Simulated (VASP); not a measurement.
# ZnS (F-43m) in VASP: a series of runs, part 2 of 2

VASP 6.6.1. Earlier steps stand in the parts before.

### 3 Single point, LDA

INCAR reads:

```
ALGO = Normal
EDIFF = 1E-6
ENCUT = 520
ISIF = 2
ISMEAR = 0
LASPH = True
LCHARG = True
LELF = True
LREAL = False
LVHAR = True
LWAVE = False
NBANDS = 16
NELM = 60
PREC = Accurate
SIGMA = 0.01
```

KPOINTS reads:

```
k-points
0
Gamma
  8 8 8
```

POSCAR reads:

```
ZnS
1.0
    2.6114713560      2.6114713560      0.0000000000
   -2.6114713560      2.6114713560      0.0000000000
    0.0000000000      2.6114713560      2.6114713560
Zn S
1 1
Direct
    0.7500000000      0.2500000000      0.5000000000
    0.0000000000      0.0000000000      0.0000000000
```

Potentials or basis: VASP PAW LDA potentials, release 64 (Zn, S).

Started as:

```
> cat potpaw_LDA.64/Zn/POTCAR potpaw_LDA.64/S/POTCAR > POTCAR
> mpirun -np 1 vasp_std > vasp.out
```

OUTCAR:

```text
EDIFF = 1E-6
   ENCUT = 520
   ISIF = 2
   ISMEAR = 0
   LASPH = True
   LREAL = False
   NELM = 60
   PREC = Accurate

 ion  position               nearest neighbor table
   1  0.750  0.250  0.500-   2 2.26   2 2.26   2 2.26   2 2.26
   2  0.000  0.000  0.000-   1 2.26   1 2.26   1 2.26   1 2.26

  LATTYP: Found a face centered cubic cell.
 ALAT       =     5.2229427120

  Lattice vectors:

 A1 = (   0.0000000000,   2.6114713560,   2.6114713560)
 A2 = (   2.6114713560,   0.0000000000,   2.6114713560)
 A3 = (   2.6114713560,   2.6114713560,   0.0000000000)

Analysis of symmetry for initial positions (statically):
=====================================================================
 Subroutine PRICEL returns:
 Original cell was already a primitive cell.

 Routine SETGRP: Setting up the symmetry group for a
 face centered cubic supercell.

 Subroutine GETGRP returns: Found 24 space group operations
 (whereof 24 operations were pure point group operations)
 out of a pool of 48 trial point group operations.

The static configuration has the point symmetry T_d .

Analysis of symmetry for dynamics (positions and initial velocities):
=====================================================================
 Subroutine PRICEL returns:
 Original cell was already a primitive cell.

 Routine SETGRP: Setting up the symmetry group for a
 face centered cubic supercell.

 Subroutine GETGRP returns: Found 24 space group operations
 (whereof 24 operations were pure point group operations)
 out of a pool of 48 trial point group operations.

The dynamic configuration has the point symmetry T_d .

 Subroutine INISYM returns: Found 24 space group operations
 (whereof 24 operations are pure point group operations),
 and found     1 'primitive' translations

----------------------------------------------------------------------------------------

[... 109 lines left out ...]
   IALGO  =     38    algorithm
   IMIX   =      4    mixing-type and parameters
     AMIX     =   0.40;   BMIX     =  1.00
     AMIX_MAG =   1.60;   BMIX_MAG =  1.00
  volume/ion in A,a.u.               =      17.81       120.19
  Fermi-wavevector in a.u.,A,eV,Ry     =   1.303978  2.464162 23.134798  1.700360
  Thomas-Fermi vector in A             =   2.434945
   LORBIT       =      0    0 simple, 1 ext, 2 COOP (PROOUT), +10 PAW based schemes
   GGA     = CA    functional components
   LHFCALC =     F    Hartree Fock is set to
   AEXX    =    0.0000 exact exchange contribution
   IVDW    =     0    specifies the selected vdW correction
   LEPSILON=     F    determine dielectric tensor
   LRPA    =     F    only Hartree local field effects (RPA)
 non-spin polarized calculation
 Gauss-broadening in eV      SIGMA  =   0.01
  energy-cutoff  :      520.00
  volume of cell :       35.62
 maximum number of plane-waves:       982
   NGX = 13   NGY = 13   NGZ = 13

 number of electron      17.9999987 magnetization

 Free energy of the ion-electron system (eV)
  ---------------------------------------------------
  ext. energy  EPLUGINS =         0.00000000
  ---------------------------------------------------
  free energy    TOTEN  =        -8.18609103 eV

  energy without entropy =       -8.18609103  energy(sigma->0) =       -8.18609103

 E-fermi :   3.0186     XC(G=0): -10.5141

 val. band max:        2.9518586554   @ k =   0.0000   0.0000   0.0000
 cond. band min:       5.3074651178   @ k =   0.0000   0.0000   0.0000
 fundamental gap:      2.3556064624
 Fermi energy:         3.0185871126

 k-point     1 :       0.0000    0.0000    0.0000
  band No.  band energies     occupation
      1     -10.9268      2.00000
      2      -4.0126      2.00000
      3      -4.0126      2.00000
      4      -4.0126      2.00000
      5      -3.4060      2.00000
      6      -3.4060      2.00000
[... 433 lines left out ...]
      3      -3.7957      2.00000
      4      -3.5000      2.00000
      5      -3.3924      2.00000
      6      -3.0720      2.00000
[... 8 lines left out ...]
     15      16.6424      0.00000
     16      17.6178      0.00000

 [... further k-points ...]

------------------------ aborting loop because EDIFF is reached ----------------------------------------

  FORCE on cell =-STRESS in cart. coord.  units (eV):
  Direction    XX          YY          ZZ          XY          YZ          ZX
  --------------------------------------------------------------------------------------
  -------------------------------------------------------------------------------------
  Total        0.9484963      0.9484963      0.9484963      0.0000000      0.0000000      0.0000000
  in kB       42.6638890     42.6638890     42.6638890      0.0000000      0.0000000      0.0000000
  external PRESSURE =      42.6638890 kB  Pullay stress =       0.0000000 kB

 VOLUME and BASIS-vectors are now :
 -----------------------------------------------------------------------------
  energy-cutoff  :      520.00
  volume of cell :       35.62
      direct lattice vectors                 reciprocal lattice vectors
     2.611471356  2.611471356  0.000000000     0.191462946  0.191462946 -0.191462946
    -2.611471356  2.611471356  0.000000000    -0.191462946  0.191462946 -0.191462946
     0.000000000  2.611471356  2.611471356     0.000000000  0.000000000  0.382925893

 POSITION                                       TOTAL-FORCE (eV/Angst)
 -----------------------------------------------------------------------------------
      1.30574      3.91721      1.30574        -0.000000      0.000000      0.000000
      0.00000      0.00000      0.00000         0.000000     -0.000000     -0.000000
 -----------------------------------------------------------------------------------
    total drift:                               -0.000000      0.000000      0.000000

  FREE ENERGIE OF THE ION-ELECTRON SYSTEM (eV)
  ---------------------------------------------------
  free  energy   TOTEN  =        -8.1860910326 eV

  energy  without entropy=       -8.1860910326  energy(sigma->0) =       -8.18609103
```

OSZICAR:

```text
N       E                     dE             d eps       ncg     rms          rms(c)
DAV:   1     0.808117132744E+02    0.80812E+02   -0.84409E+03   928   0.135E+03
DAV:   2    -0.369768987889E+01   -0.84509E+02   -0.78749E+02  1064   0.261E+02
DAV:   3    -0.859010631364E+01   -0.48924E+01   -0.48729E+01  1112   0.598E+01
DAV:   4    -0.863729079767E+01   -0.47184E-01   -0.47173E-01  1192   0.617E+00
DAV:   5    -0.863775417633E+01   -0.46338E-03   -0.46337E-03  1128   0.585E-01    0.833E+00
DAV:   6    -0.822663868020E+01    0.41112E+00   -0.77385E-01  1400   0.328E+01    0.636E+00
DAV:   7    -0.819322465146E+01    0.33414E-01   -0.24969E-01  1160   0.540E+00    0.297E+00
DAV:   8    -0.818668893412E+01    0.65357E-02   -0.65062E-03  1384   0.160E+00    0.653E-01
DAV:   9    -0.818608186844E+01    0.60707E-03   -0.14308E-03  1048   0.278E-01    0.738E-02
DAV:  10    -0.818609402285E+01   -0.12154E-04   -0.12232E-04  1136   0.101E-01    0.519E-02
DAV:  11    -0.818609096081E+01    0.30620E-05   -0.14594E-05  1416   0.759E-02    0.151E-02
DAV:  12    -0.818609103260E+01   -0.71794E-07   -0.13030E-06   776   0.148E-02
   1 F= -.81860910E+01 E0= -.81860910E+01  d E =-.151859E-23
```

stdout:

```text
POSCAR found type information on POSCAR ZnS
 POSCAR found :  2 types and       2 ions
 scaLAPACK will be used
 LDA part: xc-table for (Slater(with rela. corr.)+CA(PZ))
 , standard interpolation
 POSCAR, INCAR and KPOINTS ok, starting setup
 FFT: planning ... GRIDC
 FFT: planning ... GRID_SOFT
 FFT: planning ... GRID
 WAVECAR not read
 entering main loop
```

Run time: 35 s. Hardware: 1 thread of AMD EPYC 7R13, shared host; peak memory 0.11 GiB.

What came out:

| Quantity | Value |
| --- | --- |
| Free energy | -8.1861 eV |
| Pressure | 4.3 GPa |
| Band gap on the k mesh | 2.36 eV, direct |

LDA gaps usually lie below the measured ones, often by a third to a half.

### 4 Single point, LDA

This run uses another cell than the first one, of 17.33 Å³/atom, 0.973 times its volume.

INCAR reads:

```
ALGO = Normal
EDIFF = 1E-7
ENCUT = 520
ISIF = 2
ISMEAR = 0
LASPH = T
LCHARG = F
LREAL = F
LWAVE = F
NBANDS = 16
NELM = 100
PREC = Accurate
SIGMA = 0.01
```

KPOINTS is that of step 3.

POSCAR reads:

```
ZnS
1.0
    2.5878863262      2.5878863262      0.0000000000
   -2.5878863262      2.5878863262      0.0000000000
    0.0000000000      2.5878863262      2.5878863262
Zn S
1 1
Direct
    0.7500000000      0.2500000000      0.5000000000
    0.0000000000      0.0000000000      0.0000000000
```

Potentials or basis: VASP PAW LDA potentials, release 64 (Zn, S).

Started as:

```
> cat potpaw_LDA.64/Zn/POTCAR potpaw_LDA.64/S/POTCAR > POTCAR
> mpirun -np 1 vasp_std > vasp.out
```

OUTCAR:

```text
EDIFF = 1E-7
   ENCUT = 520
   ISIF = 2
   ISMEAR = 0
   LASPH = T
   LREAL = F
   NELM = 100
   PREC = Accurate

 ion  position               nearest neighbor table
   1  0.750  0.250  0.500-   2 2.24   2 2.24   2 2.24   2 2.24
   2  0.000  0.000  0.000-   1 2.24   1 2.24   1 2.24   1 2.24

  LATTYP: Found a face centered cubic cell.
 ALAT       =     5.1757726524

  Lattice vectors:

 A1 = (   0.0000000000,   2.5878863262,   2.5878863262)
 A2 = (   2.5878863262,   0.0000000000,   2.5878863262)
 A3 = (   2.5878863262,   2.5878863262,   0.0000000000)

Analysis of symmetry for initial positions (statically):
=====================================================================
 Subroutine PRICEL returns:
 Original cell was already a primitive cell.

 Routine SETGRP: Setting up the symmetry group for a
 face centered cubic supercell.

 Subroutine GETGRP returns: Found 24 space group operations
 (whereof 24 operations were pure point group operations)
 out of a pool of 48 trial point group operations.

The static configuration has the point symmetry T_d .

Analysis of symmetry for dynamics (positions and initial velocities):
=====================================================================
 Subroutine PRICEL returns:
 Original cell was already a primitive cell.

 Routine SETGRP: Setting up the symmetry group for a
 face centered cubic supercell.

 Subroutine GETGRP returns: Found 24 space group operations
 (whereof 24 operations were pure point group operations)
 out of a pool of 48 trial point group operations.

The dynamic configuration has the point symmetry T_d .

 Subroutine INISYM returns: Found 24 space group operations
 (whereof 24 operations are pure point group operations),
 and found     1 'primitive' translations

----------------------------------------------------------------------------------------
[... 110 lines left out ...]
   IALGO  =     38    algorithm
   IMIX   =      4    mixing-type and parameters
     AMIX     =   0.40;   BMIX     =  1.00
     AMIX_MAG =   1.60;   BMIX_MAG =  1.00
  volume/ion in A,a.u.               =      17.33       116.96
  Fermi-wavevector in a.u.,A,eV,Ry     =   1.315862  2.486619 23.558403  1.731494
  Thomas-Fermi vector in A             =   2.446015
   LORBIT       =      0    0 simple, 1 ext, 2 COOP (PROOUT), +10 PAW based schemes
   GGA     = CA    functional components
   LHFCALC =     F    Hartree Fock is set to
   AEXX    =    0.0000 exact exchange contribution
   IVDW    =     0    specifies the selected vdW correction
   LEPSILON=     F    determine dielectric tensor
   LRPA    =     F    only Hartree local field effects (RPA)
 non-spin polarized calculation
 Gauss-broadening in eV      SIGMA  =   0.01
  energy-cutoff  :      520.00
  volume of cell :       34.66
 maximum number of plane-waves:       950
   NGX = 13   NGY = 13   NGZ = 13

 number of electron      17.9999987 magnetization

 Free energy of the ion-electron system (eV)
  ---------------------------------------------------
  ext. energy  EPLUGINS =         0.00000000
  ---------------------------------------------------
  free energy    TOTEN  =        -8.15138754 eV

  energy without entropy =       -8.15138754  energy(sigma->0) =       -8.15138754

 E-fermi :   3.3713     XC(G=0): -10.6434

 val. band max:        3.2468281894   @ k =   0.0000   0.0000   0.0000
 cond. band min:       5.7309899025   @ k =   0.0000   0.0000   0.0000
 fundamental gap:      2.4841617131
 Fermi energy:         3.3713034882

 k-point     1 :       0.0000    0.0000    0.0000
  band No.  band energies     occupation
      1     -10.8562      2.00000
      2      -3.8634      2.00000
      3      -3.8634      2.00000
      4      -3.8634      2.00000
      5      -3.2210      2.00000
      6      -3.2210      2.00000
[... 433 lines left out ...]
      3      -3.6371      2.00000
      4      -3.3313      2.00000
      5      -3.2074      2.00000
      6      -2.8742      2.00000
[... 8 lines left out ...]
     15      17.0323      0.00000
     16      18.0490      0.00000

 [... further k-points ...]

------------------------ aborting loop because EDIFF is reached ----------------------------------------

  FORCE on cell =-STRESS in cart. coord.  units (eV):
  Direction    XX          YY          ZZ          XY          YZ          ZX
  --------------------------------------------------------------------------------------
  -------------------------------------------------------------------------------------
  Total        1.5866052      1.5866052      1.5866052      0.0000000      0.0000000      0.0000000
  in kB       73.3354364     73.3354364     73.3354364      0.0000000      0.0000000      0.0000000
  external PRESSURE =      73.3354364 kB  Pullay stress =       0.0000000 kB

 VOLUME and BASIS-vectors are now :
 -----------------------------------------------------------------------------
  energy-cutoff  :      520.00
  volume of cell :       34.66
      direct lattice vectors                 reciprocal lattice vectors
     2.587886326  2.587886326  0.000000000     0.193207868  0.193207868 -0.193207868
    -2.587886326  2.587886326  0.000000000    -0.193207868  0.193207868 -0.193207868
     0.000000000  2.587886326  2.587886326     0.000000000  0.000000000  0.386415736

 POSITION                                       TOTAL-FORCE (eV/Angst)
 -----------------------------------------------------------------------------------
      1.29394      3.88183      1.29394        -0.000000     -0.000000      0.000000
      0.00000      0.00000      0.00000         0.000000      0.000000      0.000000
 -----------------------------------------------------------------------------------
    total drift:                               -0.000001      0.000000     -0.000000

  FREE ENERGIE OF THE ION-ELECTRON SYSTEM (eV)
  ---------------------------------------------------
  free  energy   TOTEN  =        -8.1513875442 eV

  energy  without entropy=       -8.1513875442  energy(sigma->0) =       -8.15138754
```

Run time: 33 s. Hardware: 1 thread of AMD EPYC 7R13, shared host; peak memory 0.11 GiB.

What came out:

```yaml
Free_energy: -8.1514 eV
Pressure: 7.3 GPa
Band_gap_on_the_k_mesh: 2.48 eV, direct
```

Levels at points of the mesh, in eV from the valence-band top:
| k point | band 7 | band 8 | band 9 | band 10 | band 11 | band 12 |
| --- | --- | --- | --- | --- | --- | --- |
| (0.00, 0.00, 0.00) | 0.00 | 0.00 | 0.00 | 2.48 | 6.13 | 6.13 |
| (0.50, 0.00, 0.00) | -6.15 | -1.08 | -1.08 | 3.36 | 6.69 | 6.69 |
| (0.50, 0.50, 0.00) | -5.20 | -2.76 | -2.76 | 2.89 | 3.83 | 11.72 |

### 5 Single point, LDA

This run uses another cell than the first one, of 17.33 Å³/atom, 0.973 times its volume.

INCAR reads:

```
PREC = Accurate
ENCUT = 520
EDIFF = 1E-7
ISMEAR = 0
SIGMA = 0.01
LREAL = False
LASPH = True
NELM = 60
ALGO = Normal
ISIF = 2
LWAVE = False
LCHARG = False
GGA = CA
NBANDS = 16
```

KPOINTS reads:

```
regular mesh
0
Gamma
  8 8 8
```

POSCAR is that of step 4.

Started as:

```
> cat potpaw_LDA.64/Zn/POTCAR potpaw_LDA.64/S/POTCAR > POTCAR
> mpirun -np 1 vasp_std > vasp.out
```

It took 33 s on 1 thread of AMD EPYC 7R13, shared host; peak memory 0.11 GiB.

Results (log left out):

| Property | Result |
| --- | --- |
| Free energy | -8.1514 eV |
| Pressure | 7.3 GPa |
| Band gap on the k mesh | 2.48 eV, direct |

Levels at points of the mesh, in eV from the valence-band top:
```csv
k point,band 5,band 6,band 7,band 8,band 9,band 10,band 11,band 12,band 13,band 14
"(0.00, 0.00, 0.00)",-6.47,-6.47,0.00,0.00,0.00,2.48,6.13,6.13,6.13,11.90
"(0.50, 0.00, 0.00)",-6.43,-6.36,-6.15,-1.08,-1.08,3.36,6.69,6.69,9.07,12.53
"(0.50, 0.50, 0.00)",-6.36,-6.20,-5.20,-2.76,-2.76,2.89,3.83,11.72,12.68,12.68
```

A k mesh can miss the band edges. LDA gaps usually lie below the measured ones, often by a third to a half.

### 6 Single point, LDA

This run uses another cell than the first one, of 18.58 Å³/atom, 1.043 times its volume.

INCAR reads:

```
SYSTEM = ZnS
PREC = Accurate ; ENCUT = 520
EDIFF = 1E-7 ; ISMEAR = 0
SIGMA = 0.01 ; LREAL = .FALSE.
LASPH = .TRUE. ; NELM = 60
ALGO = Normal ; ISIF = 2
LWAVE = .FALSE. ; LCHARG = .FALSE.
GGA = CA ; NBANDS = 16
```

KPOINTS reads:

```
Automatic mesh
0
G
  8 8 8
  0 0 0
```

POSCAR reads:

```
ZnS
1.0
    2.6484687084      2.6484687084      0.0000000000
   -2.6484687084      2.6484687084      0.0000000000
    0.0000000000      2.6484687084      2.6484687084
Zn S
1 1
Direct
    0.7500000000      0.2500000000      0.5000000000
    0.0000000000      0.0000000000      0.0000000000
```

Potentials or basis: VASP PAW LDA potentials, release 64 (Zn, S).

Started as:

```
> cat potpaw_LDA.64/Zn/POTCAR potpaw_LDA.64/S/POTCAR > POTCAR
> mpirun -np 1 vasp_std > vasp.out
```

Run time: 34 s. Hardware: 1 thread of AMD EPYC 7R13, shared host; peak memory 0.11 GiB.

It converged, with:

```yaml
Free_energy: -8.2075 eV
Pressure: 0.3 GPa
Band_gap_on_the_k_mesh: 2.16 eV, direct
```

Levels at points of the mesh, in eV from the valence-band top:
```
           k point  band 7  band 8  band 9  band 10  band 11  band 12
(0.00, 0.00, 0.00)    0.00    0.00    0.00     2.16     6.21     6.21
(0.50, 0.00, 0.00)   -5.78   -0.97   -0.97     3.23     6.76     6.76
(0.50, 0.50, 0.00)   -4.91   -2.47   -2.47     3.06     3.88    11.16
```

### 7 Overview

| cell | gap on the mesh (eV) | pressure (GPa) |
| --- | --- | --- |
| a = 3.693 Å, angles 60.0, 60.0, 90.0°, 2 atoms | 2.36 | 4.3 |
| a = 3.660 Å, angles 60.0, 60.0, 90.0°, 2 atoms | 2.48 | 7.3 |
| a = 3.746 Å, angles 60.0, 60.0, 90.0°, 2 atoms | 2.16 | 0.3 |

Alike in all rows: task single point; level LDA; potentials or basis VASP PAW LDA potentials, release 64 (Zn, S); no spin polarisation; k mesh 8 × 8 × 8; cutoff (eV) 520; smearing gaussian 0.01 eV.

Absolute energies hang on the potentials; compare differences alone.

### 8 How close it comes

Step 6. Measured gap of ZnS: 3.85 eV (direct; 19 K; quoted in “Electronic, vibrational, and thermodynamic properties of ZnS (zincblende and rocksalt structure)”, 2009, arxiv:0911.5022). This calculation gives 2.16 eV (-1.69 eV). The value is that of LDA, without temperature or zero-point motion. Semilocal functionals fall short of measured gaps as a rule.
